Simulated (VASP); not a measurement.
# BaTiO3 (P1) in VASP: notebook

Aim: see how the results for BaTiO3 move with the level of theory and the settings. Levels: LDA+U, PBE. Tasks: single point.

Program: VASP 6.6.1. These are calculated values, not measurements. Logs are shortened: lines on timing, memory, paths and dates and some standing lists are left out, and cuts for length are marked.

## Step 1: The cell of the first run

The typed cell holds 5 atoms: a = 4.000 Å, b = 4.000 Å, c = 4.018 Å, α = 90.00°, β = 90.00°, γ = 90.00°.

## Step 2: Single point, LDA+U

INCAR

```
SYSTEM = BaTiO3
PREC = Accurate ; ENCUT = 600
EDIFF = 1E-6 ; ISMEAR = -1
SIGMA = 0.05 ; LREAL = .False.
LASPH = .True. ; NELM = 200
ALGO = Normal ; ISIF = 2
LWAVE = .False. ; LCHARG = .True.
LMAXMIX = 4 ; LDAU = .True.
LDAUTYPE = 2 ; LDAUL = -1 2 -1
LDAUU = 0 3 0 ; LDAUJ = 0 0 0
LDAUPRINT = 1 ; LELF = .True.
LVHAR = .True. ; NBANDS = 28
GGA_COMPAT = .False.
```

KPOINTS

```
regular mesh
0
Gamma
  7 7 7
  0 0 0
```

POSCAR

```
BaTiO3
1.0
    3.9998000000      0.0000000000      0.0000000000
    0.0000000000      3.9998000000      0.0000000000
    0.0000000000      0.0000000000      4.0180000000
Ba Ti O
1 1 3
Direct
    0.9955672000      0.9906407400      0.0035034300
    0.5025366900      0.4919233700      0.4687657700
    0.4792189400      0.5143238900      0.0064065200
    0.5027309200      0.0032990000      0.5093824900
    0.0199462600      0.4998130000      0.5399418000
```

Potentials or basis: VASP PAW LDA potentials, release 64 (Ba_sv, Ti_sv, O).

Started as:

```console
> cat potpaw_LDA.64/Ba_sv/POTCAR potpaw_LDA.64/Ti_sv/POTCAR potpaw_LDA.64/O/POTCAR > POTCAR
> mpirun -np 1 vasp_std > vasp.out
```

OUTCAR:

```text
SYSTEM = BaTiO3
   PREC = Accurate
   ENCUT = 600
   EDIFF = 1E-6
   ISMEAR = -1
   LREAL = .False.
   LASPH = .True.
   NELM = 200
   ISIF = 2

 ion  position               nearest neighbor table
   1  0.996  0.991  0.004-   5 2.71   3 2.72   5 2.76   4 2.80   3 2.81   4 2.83   4 2.84   3 2.85
                             4 2.87   5 2.92   3 2.94   5 2.97   2 3.37   2 3.38   2 3.40   2 3.41
   2  0.503  0.492  0.469-   3 1.86   5 1.95   4 1.96   4 2.05   5 2.09   3 2.16   1 3.37   1 3.38
                             1 3.40   1 3.41   1 3.53   1 3.54   1 3.56   1 3.57
   3  0.479  0.514  0.006-   2 1.86   2 2.16   1 2.72   1 2.81   1 2.85   1 2.94
   4  0.503  0.003  0.509-   2 1.96   2 2.05   1 2.80   1 2.83   1 2.84   1 2.87
   5  0.020  0.500  0.540-   2 1.95   2 2.09   1 2.71   1 2.76   1 2.92   1 2.97

  LATTYP: Found a simple tetragonal cell.
 ALAT       =     3.9998000000
 C/A-ratio  =     1.0045502275

  Lattice vectors:

 A1 = (   3.9998000000,   0.0000000000,   0.0000000000)
 A2 = (   0.0000000000,   3.9998000000,   0.0000000000)
 A3 = (   0.0000000000,   0.0000000000,   4.0180000000)

Analysis of symmetry for initial positions (statically):
=====================================================================
 Subroutine PRICEL returns:
 Original cell was already a primitive cell.

 Routine SETGRP: Setting up the symmetry group for a
 simple tetragonal supercell.

 Subroutine GETGRP returns: Found  1 space group operations
 (whereof  1 operations were pure point group operations)
 out of a pool of 16 trial point group operations.

The static configuration has the point symmetry C_1 .

Analysis of symmetry for dynamics (positions and initial velocities):
=====================================================================
 Subroutine PRICEL returns:
 Original cell was already a primitive cell.

 Routine SETGRP: Setting up the symmetry group for a
 simple tetragonal supercell.

 Subroutine GETGRP returns: Found  1 space group operations
 (whereof  1 operations were pure point group operations)
 out of a pool of 16 trial point group operations.

The dynamic configuration has the point symmetry C_1 .

 Subroutine INISYM returns: Found  1 space group operations
 (whereof  1 operations are pure point group operations),
 and found     1 'primitive' translations

----------------------------------------------------------------------------------------

                                     Primitive cell

  volume of cell :      64.2816

  direct lattice vectors                    reciprocal lattice vectors
     3.999800000  0.000000000  0.000000000     0.250012501  0.000000000  0.000000000
     0.000000000  3.999800000  0.000000000     0.000000000  0.250012501  0.000000000
     0.000000000  0.000000000  4.018000000     0.000000000  0.000000000  0.248880040

  length of vectors
     3.999800000  3.999800000  4.018000000     0.250012501  0.250012501  0.248880040

  position of ions in fractional coordinates (direct lattice)
     0.995567200  0.990640740  0.003503430
     0.502536690  0.491923370  0.468765770
     0.479218940  0.514323890  0.006406520
     0.502730920  0.003299000  0.509382490
     0.019946260  0.499813000  0.539941800

  ion indices of the primitive-cell ions
   primitive index   ion index
                 1           1
                 2           2
                 3           3
                 4           4
                 5           5

[... 59 lines left out ...]
   NGX,Y,Z   is equivalent  to a cutoff of  13.30, 13.30, 13.24 a.u.
   NGXF,Y,Z  is equivalent  to a cutoff of  26.60, 26.60, 26.48 a.u.
 SYSTEM =  BaTiO3
   PREC   = accura    normal or accurate (medium, high low for compatibility)
   ISTART =      0    job   : 0-new  1-cont  2-samecut
   ICHARG =      2    charge: 1-file 2-atom 10-const
   ISPIN  =      1    spin polarized calculation?
   LNONCOLLINEAR =      F non collinear calculations
   LSORBIT =      F    spin-orbit coupling
   LASPH  =      T    aspherical Exc in radial PAW
   ENCUT  =  600.0 eV  44.10 Ry    6.64 a.u.   7.99  7.99  8.02*2*pi/ulx,y,z
   NELM   =    200;   NELMIN=  2; NELMDL= -5     # of ELM steps
   EDIFF  = 0.1E-05   stopping-criterion for ELM
   LREAL  =      F    real-space projection
   EDIFFG = 0.1E-04   stopping-criterion for IOM
   NSW    =      0    number of steps for IOM
   IBRION =     -1    ionic relax: 0-MD 1-quasi-New 2-CG
   NFREE  =      0    steps in history (QN), initial steepest desc. (CG)
   ISIF   =      2    stress and relaxation
   ISYM   =      2    0-nonsym 1-usesym 2-fastsym
   POTIM  = 0.5000    time-step for ionic-motion
   TEBEG  =    0.0;   TEEND  =   0.0 temperature during run
   PSTRESS=    0.0 pullay stress
   NELECT =      40.0000    total number of electrons
   NUPDOWN=      -1.0000    fix difference up-down
   EMIN   =  10.00;   EMAX   =-10.00  energy-range for DOS
   EFERMI =   0.00;   METHOD = LEGACY
   ISMEAR =    -1;   SIGMA  =   0.05  broadening in eV -4-tet -1-fermi 0-gaus
   EFERMI_NEDOS =   21; number of points for ismear=-14 and -15
   IALGO  =     38    algorithm
   IMIX   =      4    mixing-type and parameters
     AMIX     =   0.40;   BMIX     =  1.00
     AMIX_MAG =   1.60;   BMIX_MAG =  1.00
  volume/ion in A,a.u.               =      12.86        86.76
  Fermi-wavevector in a.u.,A,eV,Ry     =   1.397653  2.641181 26.578078  1.953434
  Thomas-Fermi vector in A             =   2.520888
   LORBIT       =      0    0 simple, 1 ext, 2 COOP (PROOUT), +10 PAW based schemes
 LDA+U is selected, type is set to LDAUTYPE =  2
   angular momentum for each species LDAUL =    -1    2   -1
   U (eV)           for each species LDAUU =   0.0  3.0  0.0
   J (eV)           for each species LDAUJ =   0.0  0.0  0.0
   GGA     = CA    functional components
   LHFCALC =     F    Hartree Fock is set to
   AEXX    =    0.0000 exact exchange contribution
   IVDW    =     0    specifies the selected vdW correction
   LEPSILON=     F    determine dielectric tensor
   LRPA    =     F    only Hartree local field effects (RPA)
 non-spin polarized calculation
  energy-cutoff  :      600.00
  volume of cell :       64.28
 maximum number of plane-waves:      2174
   NGX = 15   NGY = 15   NGZ = 17

atom =   2  type =  2  l = 2

 onsite density matrix

spin component  1

  0.1097  0.0009  0.0008 -0.0011 -0.0004
  0.0009  0.1218 -0.0043 -0.0002  0.0028
  0.0008 -0.0043  0.2498  0.0063  0.0014
 -0.0011 -0.0002  0.0063  0.1246 -0.0069
 -0.0004  0.0028  0.0014 -0.0069  0.2367

spin component  2

  0.1097  0.0009  0.0008 -0.0011 -0.0004
  0.0009  0.1218 -0.0043 -0.0002  0.0028
  0.0008 -0.0043  0.2498  0.0063  0.0014
 -0.0011 -0.0002  0.0063  0.1246 -0.0069
 -0.0004  0.0028  0.0014 -0.0069  0.2367

 occupancies and eigenvectors

  o =  0.1095  v =  0.9930 -0.0818 -0.0118  0.0841  0.0098  0.0000  0.0000  0.0000  0.0000  0.0000      0.0000  0.0000  0.0000  0.0000  0.0000  0.0000  0.0000  0.0000  0.0000  0.0000
  o =  0.1095  v =  0.0000  0.0000  0.0000  0.0000  0.0000  0.9930 -0.0818 -0.0118  0.0841  0.0098      0.0000  0.0000  0.0000  0.0000  0.0000  0.0000  0.0000  0.0000  0.0000  0.0000
  o =  0.1216  v = -0.0847 -0.9952 -0.0341  0.0244  0.0256  0.0000  0.0000  0.0000  0.0000  0.0000      0.0000  0.0000  0.0000  0.0000  0.0000  0.0000  0.0000  0.0000  0.0000  0.0000
  o =  0.1216  v =  0.0000  0.0000  0.0000  0.0000  0.0000 -0.0847 -0.9952 -0.0341  0.0244  0.0256      0.0000  0.0000  0.0000  0.0000  0.0000  0.0000  0.0000  0.0000  0.0000  0.0000
  o =  0.1239  v =  0.0825 -0.0346  0.0490 -0.9930 -0.0603  0.0000  0.0000  0.0000  0.0000  0.0000      0.0000  0.0000  0.0000  0.0000  0.0000  0.0000  0.0000  0.0000  0.0000  0.0000
  o =  0.1239  v =  0.0000  0.0000  0.0000  0.0000  0.0000  0.0825 -0.0346  0.0490 -0.9930 -0.0603      0.0000  0.0000  0.0000  0.0000  0.0000  0.0000  0.0000  0.0000  0.0000  0.0000
  o =  0.2371  v =  0.0029 -0.0266  0.0702  0.0650 -0.9950  0.0000  0.0000  0.0000  0.0000  0.0000      0.0000  0.0000  0.0000  0.0000  0.0000  0.0000  0.0000  0.0000  0.0000  0.0000
  o =  0.2371  v =  0.0000  0.0000  0.0000  0.0000  0.0000  0.0029 -0.0266  0.0702  0.0650 -0.9950      0.0000  0.0000  0.0000  0.0000  0.0000  0.0000  0.0000  0.0000  0.0000  0.0000
  o =  0.2503  v =  0.0000  0.0000  0.0000  0.0000  0.0000 -0.0046  0.0314 -0.9957 -0.0461 -0.0741      0.0000  0.0000  0.0000  0.0000  0.0000  0.0000  0.0000  0.0000  0.0000  0.0000
  o =  0.2503  v = -0.0046  0.0314 -0.9957 -0.0461 -0.0741  0.0000  0.0000  0.0000  0.0000  0.0000      0.0000  0.0000  0.0000  0.0000  0.0000  0.0000  0.0000  0.0000  0.0000  0.0000

 number of electron      39.9999997 magnetization

 Free energy of the ion-electron system (eV)
  ---------------------------------------------------
  ext. energy  EPLUGINS =         0.00000000
  ---------------------------------------------------
  free energy    TOTEN  =       -41.84157935 eV

  energy without entropy =      -41.84157935  energy(sigma->0) =      -41.84157935

 E-fermi :   4.6595     XC(G=0): -11.7226

 val. band max:        3.5669082784   @ k =  -0.4286   0.4286   0.4286
 cond. band min:       5.7721510000   @ k =   0.0000   0.0000   0.0000
 fundamental gap:      2.2052427216
 Fermi energy:         4.6594615389

 k-point     1 :       0.0000    0.0000    0.0000
  band No.  band energies     occupation
      1     -52.9522      2.00000
      2     -29.5758      2.00000
      3     -29.5388      2.00000
      4     -29.5377      2.00000
      5     -21.0742      2.00000
      6     -13.0249      2.00000
[... 733 lines left out ...]
     27      11.6176      0.00000
     28      13.1481      0.00000

 [... further k-points ...]

------------------------ aborting loop because EDIFF is reached ----------------------------------------

  FORCE on cell =-STRESS in cart. coord.  units (eV):
  Direction    XX          YY          ZZ          XY          YZ          ZX
  --------------------------------------------------------------------------------------
  -------------------------------------------------------------------------------------
  Total       -1.7393051     -1.4456006     -0.9067229     -0.0457173      0.1941786      0.0300128
  in kB      -43.3510757    -36.0306756    -22.5994910     -1.1394753      4.8397788      0.7480489
  external PRESSURE =     -33.9937474 kB  Pullay stress =       0.0000000 kB

 VOLUME and BASIS-vectors are now :
 -----------------------------------------------------------------------------
  energy-cutoff  :      600.00
  volume of cell :       64.28
      direct lattice vectors                 reciprocal lattice vectors
     3.999800000  0.000000000  0.000000000     0.250012501  0.000000000  0.000000000
     0.000000000  3.999800000  0.000000000     0.000000000  0.250012501  0.000000000
     0.000000000  0.000000000  4.018000000     0.000000000  0.000000000  0.248880040

 POSITION                                       TOTAL-FORCE (eV/Angst)
 -----------------------------------------------------------------------------------
      3.98207      3.96236      0.01408         0.177758      0.201097     -0.378513
      2.01005      1.96760      1.88350        -0.352970      0.051879      1.155189
      1.91678      2.05719      0.02574         0.772398     -0.324041      0.538450
      2.01082      0.01320      2.04670         0.316707      0.109756     -0.353196
      0.07978      1.99915      2.16949        -0.913894     -0.038692     -0.961931
 -----------------------------------------------------------------------------------
    total drift:                                0.000083     -0.000006     -0.000186

  FREE ENERGIE OF THE ION-ELECTRON SYSTEM (eV)
  ---------------------------------------------------
  free  energy   TOTEN  =       -41.8415793522 eV

  energy  without entropy=      -41.8415793522  energy(sigma->0) =      -41.84157935
```

It took 1.9 min on 1 thread of Intel Xeon 6975P-C (Granite Rapids), shared host; peak memory 0.44 GiB.

What came out:

- Free energy: -41.8416 eV
- Pressure: -3.4 GPa
- Largest force: 1.327 eV/Å
- Band gap on the k mesh: 2.21 eV (least direct gap 2.47 eV)

Forces on the atoms (eV/Å):
```
Ba   0.178  0.201 -0.379
Ti  -0.353  0.052  1.155
O    0.772 -0.324  0.538
O    0.317  0.110 -0.353
O   -0.914 -0.039 -0.962
```

Eigenvalues of the final occupation matrices:
```csv
site,spin,trace,eigenvalues
site 2 d,1,0.84,0.11 0.12 0.12 0.24 0.25
site 2 d,2,0.84,0.11 0.12 0.12 0.24 0.25
```

Caveat: the cell stands under tension; spin-orbit coupling is left out, which moves the levels of the heavy elements; an odd mesh through Γ misses points on the zone boundary, where band edges can lie; forces of over 1 eV/Å act on the atoms, so gaps and moduli don't describe the material at rest.

## Step 3: Single point, LDA+U

INCAR

```
PREC = Accurate ; ENCUT = 600
EDIFF = 1E-6 ; ISMEAR = -1
SIGMA = 0.05 ; LREAL = F
LASPH = T ; NELM = 200
ALGO = Normal ; ISIF = 2
LWAVE = F ; LCHARG = F
LMAXMIX = 4 ; LDAU = T
LDAUTYPE = 2 ; LDAUL = -1 2 -1
LDAUU = 0 5 0 ; LDAUJ = 0 0 0
LDAUPRINT = 1 ; NBANDS = 28
GGA_COMPAT = F
```

KPOINTS

```
Automatic mesh
0
Gamma
  7 7 7
```

POSCAR is that of step 2.

Potentials or basis: VASP PAW LDA potentials, release 64 (Ba_sv, Ti_sv, O).

Started as:

```console
> cat potpaw_LDA.64/Ba_sv/POTCAR potpaw_LDA.64/Ti_sv/POTCAR potpaw_LDA.64/O/POTCAR > POTCAR
> mpirun -np 1 vasp_std > vasp.out
```

Wall time 3.5 min (1 thread of AMD EPYC 9R14 (Zen 4), shared host); peak memory 0.41 GiB.

The run converged. Its results:

* Free energy: -40.5060 eV
* Pressure: -1.7 GPa
* Largest force: 1.531 eV/Å
* Band gap on the k mesh: 2.46 eV (least direct gap 2.73 eV)

Forces in eV/Å, atoms in the order of the input:
```
Ba   0.181  0.201 -0.393
Ti  -0.194  0.160  1.510
O    0.755 -0.318  0.195
O    0.310 -0.001 -0.356
O   -1.052 -0.042 -0.956
```

Stress tensor (GPa, compression positive):
```
-2.68 -0.12  0.08
-0.12 -1.95  0.38
 0.08  0.38 -0.33
```

Levels at points of the mesh, in eV from the valence-band top:
| k point | band 16 | band 17 | band 18 | band 19 | band 20 | band 21 | band 22 | band 23 | band 24 | band 25 |
| --- | --- | --- | --- | --- | --- | --- | --- | --- | --- | --- |
| (0.00, 0.00, 0.00) | -1.29 | -1.17 | -0.45 | -0.34 | -0.28 | 2.46 | 2.74 | 2.99 | 4.27 | 4.37 |

Eigenvalues of the final occupation matrices:
| site | spin | trace | eigenvalues |
| --- | --- | --- | --- |
| site 2 d | 1 | 0.80 | 0.10 0.11 0.11 0.23 0.25 |
| site 2 d | 2 | 0.80 | 0.10 0.11 0.11 0.23 0.25 |

Caveat: spin-orbit coupling is left out, which moves the levels of the heavy elements; an odd mesh through Γ misses points on the zone boundary, where band edges can lie; forces of over 1 eV/Å act on the atoms, so gaps and moduli don't describe the material at rest.

## Step 4: Single point, PBE

INCAR

```
SYSTEM = BaTiO3
ALGO = Normal
EDIFF = 1E-6
ENCUT = 600
GGA = PE
GGA_COMPAT = .False.
ISIF = 2
ISMEAR = -1
LASPH = .True.
LCHARG = .False.
LREAL = .False.
LWAVE = .False.
NBANDS = 28
NELM = 120
PREC = Accurate
SIGMA = 0.05
```

KPOINTS

```
k-points
0
Gamma
  4 4 4
  0 0 0
```

POSCAR is that of step 3.

Potentials or basis: VASP PAW PBE potentials, release 64 (Ba_sv, Ti_sv, O).

Started as:

```console
> cat potpaw_PBE.64/Ba_sv/POTCAR potpaw_PBE.64/Ti_sv/POTCAR potpaw_PBE.64/O/POTCAR > POTCAR
> mpirun -np 1 vasp_std > vasp.out
```

It took 57 s on 1 thread of Intel Xeon Platinum 8259CL at 2.50GHz (Skylake/Cascade Lake), shared host; peak memory 0.23 GiB.

The run converged. Its results:

```
Free energy            : -39.8109 eV
Pressure               : 4.7 GPa
Largest force          : 1.293 eV/Å
Band gap on the k mesh : 1.86 eV (least direct gap 2.21 eV)
```

Forces on the atoms (eV/Å):
```
Ba   0.155  0.238 -0.311
Ti  -0.506 -0.127  0.612
O    0.810 -0.330  0.952
O    0.338  0.252 -0.295
O   -0.796 -0.033 -0.958
```

Stress tensor (GPa, compression positive):
```
 3.84 -0.13  0.07
-0.13  4.70  0.61
 0.07  0.61  5.70
```

Levels at points of the mesh, in eV from the valence-band top:
```tsv
k point	band 17	band 18	band 19	band 20	band 21	band 22	band 23	band 24
(0.00, 0.00, 0.00)	-1.23	-0.55	-0.43	-0.35	1.86	2.25	2.55	4.07
(0.50, 0.00, 0.00)	-1.75	-1.62	-1.14	-0.90	2.39	3.34	3.48	4.17
(0.00, 0.50, 0.00)	-1.72	-1.71	-1.32	-0.88	2.66	3.50	3.58	4.26
(0.50, 0.50, 0.00)	-1.60	-1.14	-1.09	-0.07	3.45	3.59	3.90	4.62
(0.00, 0.00, 0.50)	-1.94	-1.72	-0.71	-0.66	1.99	3.58	3.68	4.08
(0.50, 0.00, 0.50)	-1.71	-0.94	-0.90	-0.18	3.46	3.62	3.81	4.80
(0.00, 0.50, 0.50)	-1.60	-0.88	-0.83	-0.22	3.53	3.73	3.93	4.86
(0.50, 0.50, 0.50)	-2.36	-0.15	-0.11	0.00	3.92	4.09	4.12	6.17
```

Caveat: the cell stands under pressure; spin-orbit coupling is left out, which moves the levels of the heavy elements; forces of over 1 eV/Å act on the atoms, so gaps and moduli don't describe the material at rest.

## Step 5: Summary

```csv
level,potentials or basis,U,k mesh,gap on the mesh (eV),pressure (GPa),largest force (eV/Å)
LDA+U,"VASP PAW LDA potentials, release 64 (Ba_sv, Ti_sv, O)",Ti d U = 3.0 eV,7 × 7 × 7,2.21,-3.4,1.33
LDA+U,"VASP PAW LDA potentials, release 64 (Ba_sv, Ti_sv, O)",Ti d U = 5.0 eV,7 × 7 × 7,2.46,-1.7,1.53
PBE,"VASP PAW PBE potentials, release 64 (Ba_sv, Ti_sv, O)",-,4 × 4 × 4,1.86,4.7,1.29
```

Alike in all rows: task single point; no spin polarisation; cell as given; cutoff (eV) 600; smearing fermi-dirac 0.05 eV.

Caveats: spin-orbit coupling is left out, which moves the levels of the heavy elements; forces of over 1 eV/Å act on the atoms, so gaps and moduli don't describe the material at rest; an odd mesh through Γ misses points on the zone boundary, where band edges can lie (at least some runs); the cell stands under tension (at least some runs); the cell stands under pressure (at least some runs).

Absolute energies hang on the potentials; compare differences alone.
